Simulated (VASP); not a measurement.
Runs of VASP 6.6.1 on Ga. The structure is that of space group P6/mmm (No. 191), or close to it. The cells are those of the table. 

```csv
task,cell,k mesh,k mesh for the DOS,occupations for the DOS,gap on the mesh (eV),largest force (eV/Å)
single point,"a = 2.815, b = 2.815, c = 29.172 Å, angles 90.0, 90.0, 120.0°, 2 atoms",24 × 24 × 1,-,-,none,0.01
single point,"a = 2.885, b = 2.885, c = 17.000 Å, angles 90.0, 90.0, 120.0°, 2 atoms",6 × 6 × 1,-,-,none,(a)
single point,"a = 2.855, b = 2.855, c = 29.172 Å, angles 90.0, 90.0, 120.0°, 2 atoms",24 × 24 × 1,-,-,none,0.31
single point,"a = 2.855, b = 2.855, c = 29.172 Å, angles 90.0, 90.0, 120.0°, 2 atoms",6 × 6 × 1,-,-,none,0.01
```

Alike in all rows: level PBE; potentials or basis VASP PAW PBE potentials, release 64 (Ga_d); no spin polarisation; cutoff (eV) 520; smearing gaussian 0.1 eV.

Estimate the missing entries.

(a) 0.28.

Caveats: some runs use coarse meshes.

A k mesh can miss the band edges, and the runs leave out spin-orbit coupling on Ga.

A gap of «none» marks levels without a gap at the run's occupations.
